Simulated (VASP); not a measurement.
# CuI (F-43m) in VASP: a series of runs

The runs below take CuI through single point, with PBEsol, PBE+D3(BJ).

Everything below comes from runs of VASP 6.6.1. Logs are shortened: lines on timing, memory, paths and dates and some standing lists are left out, and cuts for length are marked.

## Step 1: The cell of the first run

The structure is cubic, space group F-43m (No. 216). Conventional cell: a = 5.940 Å, b = 5.940 Å, c = 5.940 Å, α = 90.00°, β = 90.00°, γ = 90.00°. Cu (site symmetry -43m) has 4 I at 2.57 Å within 3.4 Å. I (site symmetry -43m) has 4 Cu at 2.57 Å within 3.4 Å.

## Step 2: Single point, PBEsol

INCAR reads:

```
ALGO = Normal ; EDIFF = 1E-6
ENCUT = 520 ; GGA = PS
ISIF = 2 ; ISMEAR = 0
LASPH = T ; LCHARG = F
LREAL = F ; LWAVE = F
NBANDS = 16 ; NELM = 100
PREC = Accurate ; SIGMA = 0.01
```

KPOINTS reads:

```
k-points
0
Gamma
  6 6 6
```

POSCAR reads:

```
CuI
1.0
    4.2002251826      0.0000000000      0.0000000000
    2.1001125913      3.6375017097      0.0000000000
    2.1001125913      1.2125005699      3.4294695007
Cu I
1 1
Direct
    0.2500000000      0.2500000000      0.2500000000
    0.0000000000      0.0000000000      0.0000000000
```

Potentials or basis: VASP PAW PBE potentials, release 64 (Cu, I).

Command:

```sh
> cat potpaw_PBE.64/Cu/POTCAR potpaw_PBE.64/I/POTCAR > POTCAR
> mpirun -np 1 vasp_std > vasp.out
```

OUTCAR:

```text
EDIFF = 1E-6
   ENCUT = 520
   GGA = PS
   ISIF = 2
   ISMEAR = 0
   LASPH = T
   LREAL = F
   NELM = 100
   PREC = Accurate

 ion  position               nearest neighbor table
   1  0.250  0.250  0.250-   2 2.57   2 2.57   2 2.57   2 2.57
   2  0.000  0.000  0.000-   1 2.57   1 2.57   1 2.57   1 2.57

  LATTYP: Found a face centered cubic cell.
 ALAT       =     5.9400154182

  Lattice vectors:

 A1 = (   4.2002251826,   0.0000000000,   0.0000000000)
 A2 = (   2.1001125913,   3.6375017097,   0.0000000000)
 A3 = (   2.1001125913,   1.2125005699,   3.4294695007)

Analysis of symmetry for initial positions (statically):
=====================================================================
 Subroutine PRICEL returns:
 Original cell was already a primitive cell.

 Routine SETGRP: Setting up the symmetry group for a
 face centered cubic supercell.

 Subroutine GETGRP returns: Found 24 space group operations
 (whereof 24 operations were pure point group operations)
 out of a pool of 48 trial point group operations.

The static configuration has the point symmetry T_d .

Analysis of symmetry for dynamics (positions and initial velocities):
=====================================================================
 Subroutine PRICEL returns:
 Original cell was already a primitive cell.

 Routine SETGRP: Setting up the symmetry group for a
 face centered cubic supercell.

 Subroutine GETGRP returns: Found 24 space group operations
 (whereof 24 operations were pure point group operations)
 out of a pool of 48 trial point group operations.

The dynamic configuration has the point symmetry T_d .

 Subroutine INISYM returns: Found 24 space group operations
 (whereof 24 operations are pure point group operations),
 and found     1 'primitive' translations

----------------------------------------------------------------------------------------

                                     Primitive cell

  volume of cell :      52.3966

  direct lattice vectors                    reciprocal lattice vectors
     4.200225183  0.000000000  0.000000000     0.238082473 -0.137456980 -0.097196763
     2.100112591  3.637501710  0.000000000     0.000000000  0.274913960 -0.097196763
     2.100112591  1.212500570  3.429469501     0.000000000  0.000000000  0.291590288

  length of vectors
     4.200225183  4.200225183  4.200225183     0.291590288  0.291590288  0.291590288

  position of ions in fractional coordinates (direct lattice)
     0.250000000  0.250000000  0.250000000
     0.000000000  0.000000000  0.000000000

  ion indices of the primitive-cell ions
   primitive index   ion index
                 1           1
                 2           2

----------------------------------------------------------------------------------------

 KPOINTS: k-points

Automatic generation of k-mesh.
 Grid dimensions read from file:
 generate k-points for:    6    6    6

 Generating k-lattice:

  Cartesian coordinates                     Fractional coordinates (reciprocal lattice)
     0.039680412 -0.022909497 -0.016199460     0.166666667 -0.000000000 -0.000000000
     0.000000000  0.045818993 -0.016199460     0.000000000  0.166666667  0.000000000
     0.000000000  0.000000000  0.048598381     0.000000000  0.000000000  0.166666667

  Length of vectors
     0.048598381  0.048598381  0.048598381

  Shift w.r.t. Gamma in fractional coordinates (k-lattice)
     0.000000000  0.000000000  0.000000000

 Subroutine IBZKPT returns following result:
 ===========================================

 Found     16 irreducible k-points:

 Following reciprocal coordinates:
            Coordinates               Weight
  0.000000  0.000000  0.000000      1.000000
  0.166667 -0.000000 -0.000000      8.000000
  0.333333 -0.000000 -0.000000      8.000000
  0.500000 -0.000000 -0.000000      4.000000
  0.166667  0.166667 -0.000000      6.000000
  0.333333  0.166667 -0.000000     24.000000
[... 8 lines left out ...]
 -0.333333  0.333333  0.166667     24.000000
 -0.333333  0.500000  0.166667     12.000000
   k-points           NKPTS =     16   k-points in BZ     NKDIM =     16   number of bands    NBANDS=     16
   number of dos      NEDOS =    301   number of ions     NIONS =      2
   total plane-waves  NPLWV =  32768
   dimension x,y,z NGX =    32 NGY =   32 NGZ =   32
   dimension x,y,z NGXF=    64 NGYF=   64 NGZF=   64
   ions per type =               1   1
   NGX,Y,Z   is equivalent  to a cutoff of  12.67, 12.67, 12.67 a.u.
   NGXF,Y,Z  is equivalent  to a cutoff of  25.33, 25.33, 25.33 a.u.
 SYSTEM =  unknown system
   PREC   = accura    normal or accurate (medium, high low for compatibility)
   ISTART =      0    job   : 0-new  1-cont  2-samecut
   ICHARG =      2    charge: 1-file 2-atom 10-const
   ISPIN  =      1    spin polarized calculation?
   LNONCOLLINEAR =      F non collinear calculations
   LSORBIT =      F    spin-orbit coupling
   LASPH  =      T    aspherical Exc in radial PAW
   ENCUT  =  520.0 eV  38.22 Ry    6.18 a.u.   7.81  7.81  7.81*2*pi/ulx,y,z
   NELM   =    100;   NELMIN=  2; NELMDL= -5     # of ELM steps
   EDIFF  = 0.1E-05   stopping-criterion for ELM
   LREAL  =      F    real-space projection
[... 7 lines left out ...]
   TEBEG  =    0.0;   TEEND  =   0.0 temperature during run
   PSTRESS=    0.0 pullay stress
   NELECT =      18.0000    total number of electrons
   NUPDOWN=      -1.0000    fix difference up-down
   EMIN   =  10.00;   EMAX   =-10.00  energy-range for DOS
   EFERMI =   0.00;   METHOD = LEGACY
   ISMEAR =     0;   SIGMA  =   0.01  broadening in eV -4-tet -1-fermi 0-gaus
   EFERMI_NEDOS =   21; number of points for ismear=-14 and -15
   IALGO  =     38    algorithm
   IMIX   =      4    mixing-type and parameters
     AMIX     =   0.40;   BMIX     =  1.00
     AMIX_MAG =   1.60;   BMIX_MAG =  1.00
  volume/ion in A,a.u.               =      26.20       176.79
  Fermi-wavevector in a.u.,A,eV,Ry     =   1.146563  2.166691 17.886324  1.314608
  Thomas-Fermi vector in A             =   2.283247
   LORBIT       =      0    0 simple, 1 ext, 2 COOP (PROOUT), +10 PAW based schemes
   GGA     = PS    functional components
   LHFCALC =     F    Hartree Fock is set to
   AEXX    =    0.0000 exact exchange contribution
   IVDW    =     0    specifies the selected vdW correction
   LEPSILON=     F    determine dielectric tensor
   LRPA    =     F    only Hartree local field effects (RPA)
 non-spin polarized calculation
 Gauss-broadening in eV      SIGMA  =   0.01
  energy-cutoff  :      520.00
  volume of cell :       52.40
 maximum number of plane-waves:      1420
   NGX = 15   NGY = 15   NGZ = 15

 number of electron      17.9999993 magnetization

 Free energy of the ion-electron system (eV)
  ---------------------------------------------------
  ext. energy  EPLUGINS =         0.00000000
  ---------------------------------------------------
  free energy    TOTEN  =        -6.31764732 eV

  energy without entropy =       -6.31764732  energy(sigma->0) =       -6.31764732

 E-fermi :   5.0321     XC(G=0):  -9.4249

 val. band max:        4.9685622702   @ k =   0.0000   0.0000   0.0000
 cond. band min:       6.1641321685   @ k =   0.0000   0.0000   0.0000
 fundamental gap:      1.1955698982
 Fermi energy:         5.0320949999

 k-point     1 :       0.0000    0.0000    0.0000
  band No.  band energies     occupation
      1      -9.3953      2.00000
      2       1.0326      2.00000
      3       1.0326      2.00000
      4       1.0326      2.00000
      5       2.8238      2.00000
      6       2.8238      2.00000
[... 8 lines left out ...]
     15      14.6574      0.00000
     16      14.6574      0.00000

 k-point     2 :       0.1667   -0.0000   -0.0000
  band No.  band energies     occupation
      1      -9.2498      2.00000
      2       0.5159      2.00000
      3       1.0468      2.00000
      4       1.0468      2.00000
      5       2.8131      2.00000
      6       2.8131      2.00000
[... 8 lines left out ...]
     15      13.7059      0.00000
     16      14.0372      0.00000

 k-point     3 :       0.3333   -0.0000   -0.0000
  band No.  band energies     occupation
      1      -8.9264      2.00000
      2      -0.5183      2.00000
      3       1.0669      2.00000
      4       1.0669      2.00000
      5       2.8246      2.00000
      6       2.8246      2.00000
[... 8 lines left out ...]
     15      14.2338      0.00000
     16      14.2338      0.00000

 k-point     4 :       0.5000   -0.0000   -0.0000
  band No.  band energies     occupation
      1      -8.7439      2.00000
      2      -1.0301      2.00000
      3       1.0721      2.00000
      4       1.0721      2.00000
      5       2.8540      2.00000
      6       2.8540      2.00000
[... 8 lines left out ...]
     15      15.9968      0.00000
     16      15.9968      0.00000

 k-point     5 :       0.1667    0.1667   -0.0000
  band No.  band energies     occupation
      1      -9.2011      2.00000
      2       0.4650      2.00000
      3       1.0112      2.00000
      4       1.0112      2.00000
      5       2.7627      2.00000
      6       2.8476      2.00000
[... 8 lines left out ...]
     15      14.9388      0.00000
     16      15.0660      0.00000

 k-point     6 :       0.3333    0.1667   -0.0000
  band No.  band energies     occupation
      1      -8.9340      2.00000
      2      -0.2475      2.00000
      3       0.9329      2.00000
      4       1.0124      2.00000
      5       2.7437      2.00000
      6       2.8654      2.00000
[... 8 lines left out ...]
     15      15.2014      0.00000
     16      15.4651      0.00000

 k-point     7 :       0.5000    0.1667   -0.0000
  band No.  band energies     occupation
      1      -8.6928      2.00000
      2      -0.8145      2.00000
      3       0.7265      2.00000
      4       1.0460      2.00000
      5       2.7820      2.00000
      6       2.8603      2.00000
[... 8 lines left out ...]
     15      15.7554      0.00000
     16      16.0501      0.00000

 k-point     8 :      -0.3333    0.1667    0.0000
  band No.  band energies     occupation
      1      -8.7543      2.00000
      2      -0.6473      2.00000
      3       0.6561      2.00000
      4       1.0875      2.00000
      5       2.7957      2.00000
      6       2.8278      2.00000
[... 8 lines left out ...]
     15      14.8403      0.00000
     16      16.1525      0.00000

 k-point     9 :      -0.1667    0.1667    0.0000
  band No.  band energies     occupation
      1      -9.0423      2.00000
      2       0.0124      2.00000
      3       0.8600      2.00000
      4       1.0893      2.00000
      5       2.7731      2.00000
      6       2.8439      2.00000
[... 8 lines left out ...]
     15      14.4904      0.00000
     16      15.6263      0.00000

 k-point    10 :       0.3333    0.3333    0.0000
  band No.  band energies     occupation
      1      -8.7677      2.00000
      2      -0.5357      2.00000
      3       0.9754      2.00000
      4       0.9754      2.00000
      5       2.6802      2.00000
      6       2.8954      2.00000
[... 8 lines left out ...]
     15      15.7320      0.00000
     16      18.3552      0.00000

 k-point    11 :       0.5000    0.3333   -0.0000
  band No.  band energies     occupation
      1      -8.5820      2.00000
      2      -0.7693      2.00000
      3       0.6236      2.00000
      4       0.9908      2.00000
      5       2.7202      2.00000
      6       2.8861      2.00000
[... 8 lines left out ...]
     15      16.3198      0.00000
     16      17.5091      0.00000

 k-point    12 :      -0.3333    0.3333    0.0000
  band No.  band energies     occupation
      1      -8.5764      2.00000
      2      -0.5055      2.00000
      3       0.0548      2.00000
      4       1.0483      2.00000
      5       2.6861      2.00000
      6       2.8205      2.00000
[... 8 lines left out ...]
     15      14.3291      0.00000
     16      18.3897      0.00000

 k-point    13 :       0.5000    0.5000   -0.0000
  band No.  band energies     occupation
      1      -8.5216      2.00000
      2      -1.0000      2.00000
      3       0.9617      2.00000
      4       0.9617      2.00000
      5       2.7789      2.00000
      6       2.8918      2.00000
[... 8 lines left out ...]
     15      16.4269      0.00000
     16      17.1993      0.00000

 k-point    14 :       0.5000    0.3333    0.1667
  band No.  band energies     occupation
      1      -8.7017      2.00000
      2      -0.5282      2.00000
      3       0.5386      2.00000
      4       1.0116      2.00000
      5       2.7517      2.00000
      6       2.8415      2.00000
[... 8 lines left out ...]
     15      16.0748      0.00000
     16      17.2926      0.00000

 k-point    15 :      -0.3333    0.3333    0.1667
  band No.  band energies     occupation
      1      -8.5764      2.00000
      2      -0.5789      2.00000
      3       0.2133      2.00000
      4       0.9737      2.00000
      5       2.7155      2.00000
      6       2.8225      2.00000
[... 8 lines left out ...]
     15      16.2433      0.00000
     16      17.0157      0.00000

 k-point    16 :      -0.3333    0.5000    0.1667
  band No.  band energies     occupation
      1      -8.5180      2.00000
      2      -0.6838      2.00000
      3       0.3724      2.00000
      4       0.8825      2.00000
      5       2.7545      2.00000
      6       2.7738      2.00000
[... 8 lines left out ...]
     15      16.7485      0.00000
     16      17.2002      0.00000

------------------------ aborting loop because EDIFF is reached ----------------------------------------

  FORCE on cell =-STRESS in cart. coord.  units (eV):
  Direction    XX          YY          ZZ          XY          YZ          ZX
  --------------------------------------------------------------------------------------
  -------------------------------------------------------------------------------------
  Total        0.1402176      0.1402176      0.1402176     -0.0000000      0.0000000     -0.0000000
  in kB        4.2875632      4.2875632      4.2875632     -0.0000000      0.0000000     -0.0000000
  external PRESSURE =       4.2875632 kB  Pullay stress =       0.0000000 kB

 VOLUME and BASIS-vectors are now :
 -----------------------------------------------------------------------------
  energy-cutoff  :      520.00
  volume of cell :       52.40
      direct lattice vectors                 reciprocal lattice vectors
     4.200225183  0.000000000  0.000000000     0.238082473 -0.137456980 -0.097196763
     2.100112591  3.637501710  0.000000000     0.000000000  0.274913960 -0.097196763
     2.100112591  1.212500570  3.429469501     0.000000000  0.000000000  0.291590288

 POSITION                                       TOTAL-FORCE (eV/Angst)
 -----------------------------------------------------------------------------------
      2.10011      1.21250      0.85737        -0.000000     -0.000000      0.000000
      0.00000      0.00000      0.00000         0.000000      0.000000     -0.000000
 -----------------------------------------------------------------------------------
    total drift:                                0.000000      0.000000      0.000000

  FREE ENERGIE OF THE ION-ELECTRON SYSTEM (eV)
  ---------------------------------------------------
  free  energy   TOTEN  =        -6.3176473239 eV

  energy  without entropy=       -6.3176473239  energy(sigma->0) =       -6.31764732
```

Run time: 8.5 s. Hardware: 1 thread of Intel Xeon Platinum 8559C (Emerald Rapids), shared host; peak memory 0.17 GiB.

What came out:

| Quantity | Value |
| --- | --- |
| Free energy | -6.3176 eV |
| Pressure | 0.4 GPa |
| Band gap on the k mesh | 1.20 eV |

Caveat: the PAW data sets were made with another functional, which shifts forces and pressure a little; spin-orbit coupling is left out, which moves the levels of the heavy elements.

## Step 3: Single point, PBE+D3(BJ)

This run uses another cell than the first one, of 26.62 Å³/atom.

INCAR reads:

```
ALGO = Normal ; EDIFF = 1E-7
ENCUT = 520 ; GGA = PE
ISIF = 2 ; ISMEAR = 0
IVDW = 12 ; LASPH = True
LCHARG = True ; LELF = True
LREAL = False ; LVHAR = True
LWAVE = False ; NBANDS = 16
NELM = 80 ; PREC = Accurate
SIGMA = 0.01
```

KPOINTS is that of step 2.

POSCAR reads:

```
CuI
1.0
    4.2228588442      0.0000000000      0.0000000000
    2.1114294221      3.6571030357      0.0000000000
    2.1114294221      1.2190343452      3.4479498080
Cu I
1 1
Direct
    0.2500000000      0.2500000000      0.2500000000
    0.0000000000      0.0000000000      0.0000000000
```

Potentials or basis: VASP PAW PBE potentials, release 64 (Cu, I).

Command:

```sh
> cat potpaw_PBE.64/Cu/POTCAR potpaw_PBE.64/I/POTCAR > POTCAR
> mpirun -np 1 vasp_std > vasp.out
```

Run time: 11 s. Hardware: 1 thread of Intel Xeon Platinum 8559C (Emerald Rapids), shared host; peak memory 0.18 GiB.

Results (log left out):

* Free energy: -6.2585 eV
* Pressure: 0.0 GPa
* Band gap on the k mesh: 1.27 eV
* Dispersion energy per atom: -0.360 eV

Levels at points of the mesh, in eV from the valence-band top:
```csv
k point,band 7,band 8,band 9,band 10,band 11,band 12
"(0.00, 0.00, 0.00)",0.00,0.00,0.00,1.27,4.82,4.82
"(0.50, 0.00, 0.00)",-1.97,-0.78,-0.78,2.20,5.37,5.37
"(0.50, 0.50, 0.00)",-1.95,-1.66,-1.66,2.62,2.88,9.51
```

Caveat: spin-orbit coupling is left out, which moves the levels of the heavy elements.
